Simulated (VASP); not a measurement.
Write the native input for VASP 6.6.1 that does the following.

```
Task                               : single point
Functional                         : HSE06
Potentials or basis                : VASP PAW PBE potentials, release 64 (Cd, I)
Cutoff                             : 400 eV
k mesh                             : 6 × 6 × 2
Occupations                        : gaussian, width 0.05 eV
Spin                               : no spin polarisation
Dipole correction                  : no
Grid for exact exchange (PRECFOCK) : Normal
Further INCAR settings             : ALGO = Normal; EDIFF = 1e-06; NBANDS = 20
Share of exact exchange            : 0.25
Screening parameter                : 0.2079 1/Å
```

CdI2:

```
CELL_PARAMETERS angstrom
4.24701 0.00000 0.00000
-2.12350 3.67802 0.00000
0.00000 0.00000 6.89503
ATOMIC_POSITIONS crystal
Cd 0.00000 0.00000 0.00000
I 0.33333 0.66667 0.24939
I 0.66667 0.33333 0.75061
```

The input as run:

POSCAR

```
CdI2
1.0
    4.2470087538      0.0000000000      0.0000000000
   -2.1235043769      3.6780174709      0.0000000000
    0.0000000000      0.0000000000      6.8950250881
Cd I
1 2
Direct
    0.0000000000      0.0000000000      0.0000000000
    0.3333333333      0.6666666667      0.2493934742
    0.6666666667      0.3333333333      0.7506065258
```

INCAR.step1

```
PREC     = Accurate       # precision mode
ENCUT    = 400            # plane-wave cutoff, eV
EDIFF    = 1E-5           # SCF threshold, eV
ISMEAR   = 0              # smearing method
SIGMA    = 0.05           # smearing width, eV
LREAL    = False          # projectors in reciprocal space
LASPH    = True           # aspherical terms in the spheres
NELM     = 120            # most SCF steps
ALGO     = Normal         # electronic algorithm
ISIF     = 2              # what is computed and relaxed
LWAVE    = True           # write WAVECAR
LCHARG   = False          # write CHGCAR
NBANDS   = 20             # bands
GGA      = PE             # functional
GGA_COMPAT= False
```

INCAR.step2

```
PREC     = Accurate       # precision mode
ENCUT    = 400            # plane-wave cutoff, eV
EDIFF    = 1E-6           # SCF threshold, eV
ISMEAR   = 0              # smearing method
SIGMA    = 0.05           # smearing width, eV
LREAL    = False          # projectors in reciprocal space
LASPH    = True           # aspherical terms in the spheres
NELM     = 120            # most SCF steps
ALGO     = Normal         # electronic algorithm
ISIF     = 2              # what is computed and relaxed
LWAVE    = False          # write WAVECAR
LCHARG   = False          # write CHGCAR
GGA      = PE             # functional
LHFCALC  = True           # exact exchange
HFSCREEN = 0.2079         # screening, 1/A
PRECFOCK = Normal       
NBANDS   = 20             # bands
ISTART   = 1            
GGA_COMPAT= False
```

KPOINTS

```
Automatic mesh
0
Gamma
  6 6 2
```

Potentials or basis: VASP PAW PBE potentials, release 64 (Cd, I).

Command:

```sh
$ cat potpaw_PBE.64/Cd/POTCAR potpaw_PBE.64/I/POTCAR > POTCAR
$ cp INCAR.step1 INCAR
$ mpirun -np 1 vasp_std > vasp.out
$ cp INCAR.step2 INCAR
$ mpirun -np 1 vasp_std > vasp.out
```

It gave:

| Property | Result |
| --- | --- |
| Pressure | 0.6 GPa |
| Largest force | 0.063 eV/Å |
| Band gap on the k mesh | 3.34 eV (least direct gap 3.62 eV) |

Caveat: the k points lie up to 0.46 Å⁻¹ apart; the PAW data sets were made with another functional, which shifts forces and pressure a little; spin-orbit coupling is left out, which moves the levels of the heavy elements; this functional lacks dispersion, which binds layers or chains, so the pressure and a relaxed spacing across them are unreliable.

It took 41 min on 1 thread of AMD EPYC 7R43 64-Core Processor (Zen 3), with other jobs on the host, peak memory 0.28 GiB.
